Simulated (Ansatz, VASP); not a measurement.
## One calculation of Mo, two programs

File INCAR:

```
PREC = Accurate
ENCUT = 520
EDIFF = 1E-6
ISMEAR = 0
SIGMA = 0.15
LREAL = F
LASPH = T
NELM = 60
ALGO = Fast
ISIF = 2
LWAVE = F
LCHARG = F
NBANDS = 13
```

KPOINTS

```
Automatic mesh
0
Gamma
  20 20 20
```

The input POSCAR:

```
Mo
1.0
    0.0000000000      2.0754500000      2.0150000000
    2.0754500000      0.0000000000      2.0150000000
    2.0754500000      2.0754500000      0.0000000000
Mo
1
Direct
    0.0000000000      0.0000000000      0.0000000000
```

Input for Ansatz:

```yaml
crystal:
  lattice:
    - [0.0, 2.07545, 2.015]
    - [2.07545, 0.0, 2.015]
    - [2.07545, 2.07545, 0.0]
  atoms:
    - { symbol: Mo, position: [0.0, 0.0, 0.0] }
basis:
  ecutwfc: 420
kpoints:
  mp_grid: { grid: [20, 20, 20] }
hamiltonian:
  xc: lda
scf:
  occupations: { method: gaussian, width: 0.15 }
output:
  forces: true
  stress: true
  eigenvalues: true
```

Change from the starting cell: strain +0.030 along x and y, +0.000 along z, atoms carried along.

Alike in both runs: task single point; functional LDA; k mesh 20 × 20 × 20; occupations gaussian, width 0.15 eV; no spin polarisation.

|  | VASP | Ansatz |
| --- | --- | --- |
| version | VASP 6.6.1 | Ansatz 0.2.0 |
| potentials or method | VASP PAW LDA potentials, release 64 (Mo_sv), cutoff 520 eV | scalar-relativistic, plane waves, PAW |
| valence electrons in the cell | 14 | 14 |

Ansatz gave:

| Quantity | Value |
| --- | --- |
| gap on the k mesh at the Fermi level (eV) | none |
| pressure (GPa) | -26.7 |
| traceless stress, the component that is largest in VASP (GPa) | -3.81 |

What did VASP give for the same quantities?

gap on the k mesh at the Fermi level (eV): none; pressure (GPa): -26.1; traceless stress, the component that is largest in VASP (GPa): -3.79.

LDA's correlation is that of Perdew and Zunger in VASP and of Perdew and Wang (1992) in Ansatz. A gap of «none» marks a metal or a gap that the smearing closes.
